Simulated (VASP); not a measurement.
Here is a VASP 6.6.1 calculation.

File INCAR:

```
SYSTEM = Si23H4O48
PREC = Accurate
ENCUT = 520
EDIFF = 1E-6
ISMEAR = 0
SIGMA = 0.02
LREAL = Auto
LASPH = .TRUE.
NELM = 80
ALGO = Normal
ISIF = 2
LWAVE = .FALSE.
LCHARG = .TRUE.
GGA = PE
LELF = .TRUE.
LVHAR = .TRUE.
NBANDS = 235
```

File KPOINTS:

```
Automatic mesh
0
G
  1 1 1
  0 0 0
```

The input POSCAR:

```
Si23H4O48
1.0
    9.8316000000      0.0000000000      0.0000000000
   -4.9158000000      8.5144150000      0.0000000000
    0.0000000000      0.0000000000     10.8182000000
Si O H
23 48 4
Direct
    0.2668430000      0.0009767400      0.1634700000
    0.0028516000      0.2703680000      0.3357050000
    0.2306050000      0.2354080000      0.0001007300
    0.2653480000      0.9977494000      0.6636500000
    0.9932126000      0.2663560000      0.8350300000
    0.2323110000      0.2285110000      0.5017520000
    0.2682820000      0.5027390000      0.1672110000
    0.9997803800      0.7676140000      0.3331480000
    0.2338640000      0.7330290000      0.9966533000
    0.9989205000      0.7666930000      0.8327140000
    0.2344290000      0.7356140000      0.4976220000
    0.7692410000      0.0042952000      0.1672390000
    0.4984520000      0.2670890000      0.3326380000
    0.7266420000      0.2320240000      0.0002954000
    0.7657180000      0.0012322000      0.6669000000
    0.4945750000      0.2657660000      0.8320270000
    0.7327730000      0.2338080000      0.4992370000
    0.7651740000      0.5008340000      0.1672980000
    0.5011880000      0.7703670000      0.3320530000
    0.7350830000      0.7369020000      0.0012113000
    0.7631940000      0.4995590000      0.6663380000
    0.5046480000      0.7692100000      0.8316280000
    0.7327490000      0.7354920000      0.4996880000
    0.0687650000      0.2066210000      0.4462400000
    0.2961240000      0.3658270000      0.1099080000
    0.1402060000      0.4347450000      0.2786630000
    0.2024600000      0.0698960000      0.0553950000
    0.3623780000      0.2944360000      0.3913610000
    0.4306990000      0.1384180000      0.2213530000
    0.0654320000      0.2098730000      0.9457150000
    0.3038820000      0.3517710000      0.6166480000
    0.1356700000      0.4290170000      0.7780800000
    0.1997120000      0.0574320000      0.5499300000
    0.3584550000      0.2958220000      0.8879650000
    0.4284840000      0.1364520000      0.7217280000
    0.0679010000      0.7063220000      0.4438320000
    0.2991160000      0.8684090000      0.1031500000
    0.1368330000      0.9300380000      0.2735220000
    0.2040780000      0.5698520000      0.0580140000
    0.3639780000      0.7993980000      0.3865800000
    0.4342950000      0.6406840000      0.2215190000
    0.0677460000      0.7049810000      0.9423610000
    0.2993620000      0.8643310000      0.6090240000
    0.1350350000      0.9300380000      0.7738950000
    0.2058530000      0.5699500000      0.5554350000
    0.3593880000      0.7870590000      0.8833780000
    0.4574520000      0.6484340000      0.7143040000
    0.5683340000      0.2046660000      0.4411890000
    0.7907210000      0.3628830000      0.1097040000
    0.6344730000      0.4331810000      0.2768560000
    0.7032200000      0.0691220000      0.0573170000
    0.8658290000      0.2991990000      0.3913950000
    0.9337440000      0.1415760000      0.2241200000
    0.5617480000      0.2046160000      0.9436860000
    0.7914020000      0.3622690000      0.6109670000
    0.6303510000      0.4323090000      0.7751710000
    0.7053660000      0.0690910000      0.5554790000
    0.8539980000      0.2927100000      0.8882170000
    0.9307640000      0.1366270000      0.7244910000
    0.5684650000      0.7078670000      0.4422990000
    0.7990200000      0.8685060000      0.1101390000
    0.6394420000      0.9356300000      0.2772850000
    0.7054800000      0.5714430000      0.0574340000
    0.8637870000      0.7971160000      0.3899890000
    0.9305870000      0.6356190000      0.2243800000
    0.5697540000      0.7090080000      0.9453830000
    0.7944690000      0.8645580000      0.6107280000
    0.6368080000      0.9393260000      0.7782680000
    0.7041320000      0.5699330000      0.5561050000
    0.8633810000      0.7966100000      0.8896810000
    0.9285160000      0.6335080000      0.7246220000
    0.4522990000      0.5477660000      0.7253400000
    0.2297450000      0.3561110000      0.6755540000
    0.3244282400      0.5883175700      0.6046055900
    0.1163320000      0.4796660000      0.7069560000
```

Potentials or basis: VASP PAW PBE potentials, release 64 (Si, O, H).

Launch:

```bash
$ cat potpaw_PBE.64/Si/POTCAR potpaw_PBE.64/O/POTCAR potpaw_PBE.64/H/POTCAR > POTCAR
$ mpirun -np 1 vasp_gam > vasp.out
```

**Question.** What does it give for the band gap on the k mesh?

**Answer.** 5.45 eV.

**Question.** Estimate the largest force.

**Answer.** 3.711 eV/Å.

Stress tensor (GPa, compression positive):
```
 1.80 -0.01 -0.42
-0.01  2.99 -0.17
-0.42 -0.17  2.30
```

Caveat: the k points lie up to 0.74 Å⁻¹ apart.
